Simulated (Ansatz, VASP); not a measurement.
**Si: VASP beside Ansatz**

The input POSCAR:

```
Si
1.0
    0.1643168383      2.8505816382      2.8505816382
    2.8505816382      0.1643168383      2.8505816382
    2.8505816382      2.8505816382      0.1643168383
Si
2
Direct
    0.0026806149      0.0026806149      0.0026806149
    0.2473193851      0.2473193851      0.2473193851
```

The input INCAR.step1:

```
SYSTEM = Si
ALGO = Normal
EDIFF = 1E-4
ENCUT = 520
GGA = PE
ISMEAR = 0
LASPH = .TRUE.
LCHARG = .FALSE.
LREAL = .FALSE.
LWAVE = .TRUE.
NBANDS = 11
NELM = 60
PREC = Accurate
SIGMA = 0.01
```

Contents of INCAR.step2:

```
SYSTEM = Si
ALGO = Normal
EDIFF = 1E-7
ENCUT = 520
ISIF = 2
ISMEAR = 0
ISTART = 1
LASPH = .TRUE.
LCHARG = .FALSE.
LMIXTAU = .TRUE.
LREAL = .FALSE.
LWAVE = .FALSE.
METAGGA = R2SCAN
NBANDS = 11
NELM = 60
PREC = Accurate
SIGMA = 0.01
```

KPOINTS

```
k-points
0
G
  10 10 10
  0 0 0
```

Input for Ansatz:

```yaml
crystal:
  lattice:
    - [0.1643168383, 2.8505816382, 2.8505816382]
    - [2.8505816382, 0.1643168383, 2.8505816382]
    - [2.8505816382, 2.8505816382, 0.1643168383]
  atoms:
    - { symbol: Si, position: [0.0026806149, 0.0026806149, 0.0026806149] }
    - { symbol: Si, position: [0.2473193851, 0.2473193851, 0.2473193851] }
scf:
  occupations: { method: gaussian, width: 0.01 }
  n_extra_bands: 6
output:
  eigenvalues: true
  eigenstates:
    kpoints:
      - [0, 0, 0]
      - [0.38, 0, 0.38]
      - [0.4, 0, 0.4]
      - [0.42, 0, 0.42]
      - [0.44, 0, 0.44]
      - [0.46, 0, 0.46]
      - [0.5, 0.5, 0.5]
      - [0.5, 0, 0]
    e_range: [-3, 3]
  write_density: true
  write_potential: true
  elf: true
  volumetric_format: npy
hamiltonian:
  xc: r2scan
kpoints:
  mp_grid: { grid: [10, 10, 10] }
```

Alike in both runs: task single point; functional r2SCAN; k mesh 10 × 10 × 10; occupations gaussian, width 0.01 eV; no spin polarisation.

|  | VASP | Ansatz |
| --- | --- | --- |
| version | VASP 6.6.1 | Ansatz 0.2.0 |
| potentials or method | VASP PAW PBE potentials, release 64 (Si) | scalar-relativistic, plane waves, PAW |
| plane-wave cutoff (eV) | 520 | 500 |
| valence electrons in the cell | 8 | 8 |

VASP gave:

| Quantity | Value |
| --- | --- |
| gap on the k mesh at the Fermi level (eV) | 0.36 |
| least direct gap on the mesh (eV) | 1.22 |

Q: Estimate Ansatz's values.

A: gap on the k mesh at the Fermi level (eV): 0.35; least direct gap on the mesh (eV): 1.21.

VASP's potentials were made for PBE, not for r2SCAN. With one functional, cell and mesh, what is left measures potentials, basis and numerics.
